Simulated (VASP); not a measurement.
Write the native input for VASP 6.6.1 that does the following.

```yaml
Task: relaxation of cell and atoms
Functional: PBE
Potentials_or_basis: VASP PAW PBE potentials, release 64 (Y_sv, Gd, N)
Cutoff: 600 eV
k_mesh: 4 × 4 × 2
Occupations: gaussian, width 0.15 eV
Spin: collinear spin, ferromagnetic start
Starting_moments: "[0.0, 7.0, 7.0, 0.0, 0.0, 0.0] μB"
Dipole_correction: no
Further_INCAR_settings: ALGO = Normal; EDIFF = 1e-06; IBRION = 2; EDIFFG = -0.08; NSW = 36; ISIF = 3
```

The structure of Gd2YN3 lies in POSCAR:

```
Gd2YN3
1.0
    3.5364873900      0.0000000000      0.0000000000
   -1.7682436900      3.0626879200      0.0000000000
    0.0000000000      0.0000000000      8.6749733400
Y Gd N
1 2 3
Direct
    0.0000000000      0.0000000000      0.0000000000
    0.3333333300      0.6666666700      0.3333300000
    0.6666666700      0.3333333300      0.6666700000
    0.6666666700      0.3333333300      0.1666700000
    0.3333333300      0.6666666700      0.8333300000
    0.0000000000      0.0000000000      0.5000000000
```

One way to write it, as run:

INCAR

```
SYSTEM = Gd2YN3
PREC = Accurate ; ENCUT = 600
EDIFF = 1E-6 ; ISMEAR = 0
SIGMA = 0.15 ; LREAL = .FALSE.
LASPH = .TRUE. ; NELM = 150
ALGO = Normal ; ISIF = 3
LWAVE = .FALSE. ; LCHARG = .FALSE.
ISPIN = 2 ; MAGMOM = 0 7 7 0 0 0
LORBIT = 11 ; LMAXMIX = 6
GGA = PE ; IBRION = 2
NSW = 36 ; EDIFFG = -0.08
```

KPOINTS

```
regular mesh
0
G
  4 4 2
  0 0 0
```

Potentials or basis: VASP PAW PBE potentials, release 64 (Y_sv, Gd, N).

Launch:

```sh
$ cat potpaw_PBE.64/Y_sv/POTCAR potpaw_PBE.64/Gd/POTCAR potpaw_PBE.64/N/POTCAR > POTCAR
$ mpirun -np 1 vasp_std > vasp.out
```

Results of the run:

```yaml
Relaxed_volume: 15.25 Å³/atom
Relaxed_cell: a = 3.513 Å, b = 3.513 Å, c = 8.562 Å, α = 90.00°, β = 90.00°, γ = 120.00°
Space_group_after_relaxing_to_0.1_Å: P-3m1 (No. 164)
Ionic_steps: 14
Pressure_after_relaxing: -0.1 GPa
Largest_force_after_relaxing: 0.072 eV/Å
Band_gap_on_the_k_mesh: zero (filled and empty bands overlap)
Net_moment: -14.00 μB per cell
Site_moments: Y -0.04; Gd -6.79; N +0.06, +0.09 (each value once) μB
Valence_electrons_inside_the_program's_atomic_spheres: Y 9.80; Gd 15.24; N 3.63
```

Caveat: the k points lie up to 0.52 Å⁻¹ apart in the final cell; spin-orbit coupling is left out, which moves the levels of the heavy elements; semilocal functionals describe open f shells poorly, which spoils levels, moments and volumes; the relaxation stopped at a loose force limit of 0.08 eV/Å, so its end isn't a converged minimum.

Run time: 35 min on 1 thread of Intel(R) Xeon(R) 6975P-C (Granite Rapids), on a shared host, peak memory 0.38 GiB.
